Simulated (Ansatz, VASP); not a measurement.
**BaTaH4 in VASP and in Ansatz**

INCAR

```
SYSTEM = BaTaH4
PREC = Accurate
ENCUT = 600
EDIFF = 1E-6
ISMEAR = 0
SIGMA = 0.1
LREAL = .False.
LASPH = .True.
NELM = 80
ALGO = Normal
ISIF = 3
LWAVE = .False.
LCHARG = .False.
GGA = PE
IBRION = 2
NSW = 100
EDIFFG = -0.01
```

Contents of KPOINTS:

```
regular mesh
0
Gamma
  12 12 6
  0 0 0
```

The input POSCAR:

```
BaTaH4
1.0
    3.0055845550      0.0000000000      0.0000000000
    0.0000000000      3.2663968914      0.0000000000
    0.0000000000      0.0000000000      6.8217074427
Ba Ta H
1 1 4
Direct
    0.0000000000      0.0000000000      0.9733305381
    0.0000000000      0.5000000000      0.4527578396
    0.5000000000      0.0000000000      0.3716813076
    0.5000000000      0.5000000000      0.8489650471
    0.5000000000      0.5000000000      0.2436728839
    0.5000000000      0.0000000000      0.6095923837
```

Input for Ansatz:

```yaml
crystal:
  lattice:
    - [3.005584555, 0.0, 0.0]
    - [0.0, 3.2663968914, 0.0]
    - [0.0, 0.0, 6.8217074427]
  atoms:
    - { symbol: Ba, position: [0.0, 0.0, 0.9733305381] }
    - { symbol: Ta, position: [0.0, 0.5, 0.4527578396] }
    - { symbol: H, position: [0.5, 0.0, 0.3716813076] }
    - { symbol: H, position: [0.5, 0.5, 0.8489650471] }
    - { symbol: H, position: [0.5, 0.5, 0.2436728839] }
    - { symbol: H, position: [0.5, 0.0, 0.6095923837] }
basis:
  ecutwfc: 420
kpoints:
  mp_grid: { grid: [12, 12, 6] }
hamiltonian:
  xc: pbe
scf:
  occupations: { method: gaussian, width: 0.1 }
output:
  forces: true
  stress: true
  eigenvalues: true
  write_density: true
  write_potential: true
  elf: true
  volumetric_format: npy
relax:
  adjacent_minimum: "off"
  f_tol: 0.01
  max_steps: 80
  cell: { stress_tol: 0.05 }
```

Alike in both runs: task relaxation of cell and atoms; functional PBE; k mesh 12 × 12 × 6; occupations gaussian, width 0.1 eV; no spin polarisation.

```csv
,VASP,Ansatz
version,VASP 6.6.1,Ansatz 0.2.0
potentials or method,"VASP PAW PBE potentials, release 64 (Ba_sv, Ta_pv, H), cutoff 600 eV","scalar-relativistic, plane waves, PAW"
valence electrons in the cell,25,27
```

```tsv
	VASP	Ansatz	Ansatz less VASP
gap on the k mesh at the Fermi level, each at its own relaxed structure (eV)	none	none	-
relaxed volume (Å³/atom)	11.39	11.17	-0.213
relaxed length of the cell vector where the two differ most in proportion (Å)	3.306	3.275	-0.0312
```

A gap of «none» marks a metal or a gap that the smearing closes. VASP's potentials hold 25 valence electrons a cell and Ansatz's 27, so a difference there can come from the potentials and not from the codes.

Neither program's run includes spin-orbit coupling.
